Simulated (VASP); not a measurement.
# BAs: single point with PBE

The system is BAs.

```
CELL_PARAMETERS angstrom
0.00000 2.59676 2.59676
2.59676 0.00000 2.59676
2.59676 2.59676 0.00000
ATOMIC_POSITIONS crystal
B 0.00000 0.00000 0.00000
As 0.75000 0.75000 0.75000
```

This cell differs from its parent crystal: strain +0.080 along x and y, +0.080 along z.

```json
{"Program": "VASP 6.6.1", "Task": "single point", "Functional": "PBE", "Potentials or basis": "VASP PAW PBE potentials, release 64 (B, As)", "Cutoff": "520 eV", "k mesh": "10 × 10 × 10", "Occupations": "gaussian, width 0.05 eV", "Spin": "no spin polarisation", "Dipole correction": "no", "Further INCAR settings": "ALGO = Normal; EDIFF = 1e-06; NBANDS = 11"}
```

```
Pressure               : -18.4 GPa
Band gap on the k mesh : 1.39 eV, indirect (least direct gap 1.78 eV)
```

Levels at points of the mesh, in eV from the valence-band top:
```
           k point  band 1  band 2  band 3  band 4  band 5  band 6  band 7  band 8
(0.00, 0.00, 0.00)  -13.36    0.00    0.00    0.00    1.78    2.99    2.99    2.99
(0.50, 0.00, 0.00)  -11.32   -7.18   -1.42   -1.42    1.39    4.45    4.45    8.17
(0.50, 0.50, 0.00)  -10.39   -7.27   -3.13   -3.13    1.62    1.65    9.13    9.13
```

It took 9.9 s on 1 thread of AMD EPYC 9R45 96-Core Processor (Zen 5), with other jobs on the host, peak memory 0.13 GiB.

Caveat: the cell differs from its parent crystal (strain +0.080 along x and y, +0.080 along z). A k mesh can miss the band edges.
